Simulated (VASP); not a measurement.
A run of VASP 6.6.1 is set up as follows.

INCAR

```
SYSTEM = SbTePd
  PREC = Accurate
  ENCUT = 520
  EDIFF = 1E-6
  ISMEAR = -1
  SIGMA = 0.1
  LREAL = .False.
  LASPH = .True.
  NELM = 80
  ALGO = Normal
  ISIF = 2
  LWAVE = .False.
  LCHARG = .False.
  GGA = PE
  NBANDS = 54
```

KPOINTS

```
Automatic mesh
0
Gamma
  5 5 5
  0 0 0
```

Contents of POSCAR:

```
SbTePd
1.0
    6.5872510000      0.0000000000      0.0000000000
    0.0000000000      6.5872510000      0.0000000000
    0.0000000000      0.0000000000      6.5872510000
Pd Sb Te
4 4 4
Direct
    0.9980200000      0.9980200000      0.9980200000
    0.5019800000      0.0019800000      0.4980200000
    0.4980200000      0.5019800000      0.0019800000
    0.0019800000      0.4980200000      0.5019800000
    0.6270900000      0.6270900000      0.6270900000
    0.8729100000      0.3729100000      0.1270900000
    0.1270900000      0.8729100000      0.3729100000
    0.3729100000      0.1270900000      0.8729100000
    0.3727800000      0.3727800000      0.3727800000
    0.1272200000      0.6272200000      0.8727800000
    0.8727800000      0.1272200000      0.6272200000
    0.6272200000      0.8727800000      0.1272200000
```

Potentials or basis: VASP PAW PBE potentials, release 64 (Pd, Sb, Te).

The run is started by

```bash
$ cat potpaw_PBE.64/Pd/POTCAR potpaw_PBE.64/Sb/POTCAR potpaw_PBE.64/Te/POTCAR > POTCAR
$ mpirun -np 1 vasp_std > vasp.out
```

(1) Predict the band gap on the k mesh.

(2) Predict the largest force.

Answers

(1) zero (bands 42 and 43 overlap by 1.19 eV).

(2) 0.432 eV/Å.

Caveat: spin-orbit coupling is left out, which moves the levels of the heavy elements.
